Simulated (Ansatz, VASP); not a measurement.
# VCrC2: VASP beside Ansatz

```
Cr V C
1.0
     1.46063    0.84330    4.73939
    -1.46063    0.84330    4.73939
     0.00000   -1.68659    4.73939
Cr V C
1 1 2
Direct
  0.50000 0.50000 0.50000
  0.00000 0.00000 0.00000
  0.24876 0.24876 0.24876
  0.75124 0.75124 0.75124
```

Alike in both runs: task single point; functional PBEsol; k mesh 9 × 9 × 9; occupations fermi-dirac, width 0.05 eV; collinear spin; fixed moment 10 μB.

```csv
,VASP,Ansatz
version,VASP 6.6.1,Ansatz 0.2.0
potentials or method,"VASP PAW PBE potentials, release 64 (Cr_pv, V_sv, C)",Ansatz PAW
plane-wave cutoff (eV),520,420
valence electrons in the cell,33,35
```

|  | VASP | Ansatz | Ansatz less VASP |
| --- | --- | --- | --- |
| rms of the force components (eV/Å) | 0.115 | 0.114 | -0.0006 |
| net moment per atom (μB) | 2.50 | 2.50 | 0.000 |
| size of the moment on the site where the two differ most (μB) | 3.78 | 3.07 | -0.707 |

VASP's potentials were made for PBE, not for PBEsol. Site moments also hang on the region over which each program counts them. Atom by atom the forces differ by 0.001 eV/Å (rms over components). VASP's potentials hold 33 valence electrons a cell and Ansatz's 35, so a difference there can come from the potentials and not from the codes.
